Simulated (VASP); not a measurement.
Runs of VASP 6.6.1 on Rh. The structure is that of space group P6_3/mmc (No. 194), or close to it. The cells are those of the table. This isn't the form of Rh at room conditions, which is fcc.

```csv
task,cell,k mesh,cutoff (eV),gap on the mesh (eV),pressure (GPa)
relaxation of cell and atoms,"relaxed from a = 2.689, b = 2.689, c = 8.783 Å, angles 90.0, 90.0, 120.0°, 4 atoms",13 × 13 × 4,600,none,0.0
single point,"a = 2.693, b = 2.693, c = 8.781 Å, angles 90.0, 90.0, 120.0°, 4 atoms",15 × 15 × 4,520,none,(a)
single point,"a = 2.730, b = 2.730, c = 8.901 Å, angles 90.0, 90.0, 120.0°, 4 atoms",15 × 15 × 4,520,none,0.1
single point,"a = 2.835, b = 2.835, c = 9.244 Å, angles 90.0, 90.0, 120.0°, 4 atoms",15 × 15 × 4,520,none,-19.5
single point,"a = 2.730, b = 2.730, c = 8.901 Å, angles 90.0, 90.0, 120.0°, 4 atoms",17 × 17 × 5,520,none,0.2
```

Alike in all rows: level RPBE; potentials or basis VASP PAW PBE potentials, release 64 (Rh_pv); no spin polarisation; smearing fermi-dirac 0.1 eV.

**Question.** Estimate the missing entries.

**Answer.** (a) 10.8.

Caveats: the PAW data sets were made with another functional, which shifts forces and pressure a little; the cell stands under pressure (at least some runs); the cell stands under tension (at least some runs).

A k mesh can miss the band edges, and the runs leave out spin-orbit coupling on Rh.

A gap of «none» marks levels without a gap at the run's occupations.
